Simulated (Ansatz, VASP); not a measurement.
**One calculation of Sc, two programs**

Contents of INCAR:

```
SYSTEM = Sc
PREC = Accurate
ENCUT = 600
EDIFF = 1E-7
ISMEAR = -1
SIGMA = 0.1
LREAL = .FALSE.
LASPH = .TRUE.
NELM = 100
ALGO = Normal
ISIF = 3
LWAVE = .FALSE.
LCHARG = .FALSE.
GGA = PS
IBRION = 2
NSW = 100
EDIFFG = -0.002
```

Contents of KPOINTS:

```
regular mesh
0
G
  16 16 10
  0 0 0
```

File POSCAR:

```
Sc
1.0
    3.3090000000      0.0000000000      0.0000000000
   -1.6545000000      2.8656780611      0.0000000000
    0.0000000000      0.0000000000      5.2733000000
Sc
2
Direct
    0.3333333333      0.6666666667      0.2500000000
    0.6666666667      0.3333333333      0.7500000000
```

Input for Ansatz:

```yaml
crystal:
  lattice:
    - [3.30899999999, 0.0, 0.0]
    - [-1.6545, 2.86567806111, 0.0]
    - [0.0, 0.0, 5.2733]
  atoms:
    - { symbol: Sc, position: [0.333333333333, 0.666666666667, 0.25] }
    - { symbol: Sc, position: [0.666666666667, 0.333333333333, 0.75] }
kpoints:
  mp_grid: { grid: [16, 16, 10] }
scf:
  occupations: { method: fermi_dirac, width: 0.1 }
hamiltonian:
  xc: pbesol
  pseudopotentials: { kind: paw }
relax:
  f_tol: 0.002
  max_steps: 80
  cell: {}
output:
  forces: true
  stress: true
  write_density: true
  write_potential: true
  elf: true
  volumetric_format: npy
```

Alike in both runs: task relaxation of cell and atoms; functional PBEsol; k mesh 16 × 16 × 10; occupations fermi-dirac, width 0.1 eV; no spin polarisation.

|  | VASP | Ansatz |
| --- | --- | --- |
| version | VASP 6.6.1 | Ansatz 0.2.0 |
| potentials or method | VASP PAW PBE potentials, release 64 (Sc_sv) | PAW with Ansatz's default frozen-core files, scalar-relativistic |
| plane-wave cutoff (eV) | 600 | 420 |
| valence electrons in the cell | 22 | 22 |

```tsv
	VASP	Ansatz	Ansatz less VASP
relaxed volume (Å³/atom)	23.74	23.72	-0.024
relaxed cell length with the largest relative difference (Å)	3.277	3.275	-0.0012
```

VASP's potentials were made for PBE, not for PBEsol.
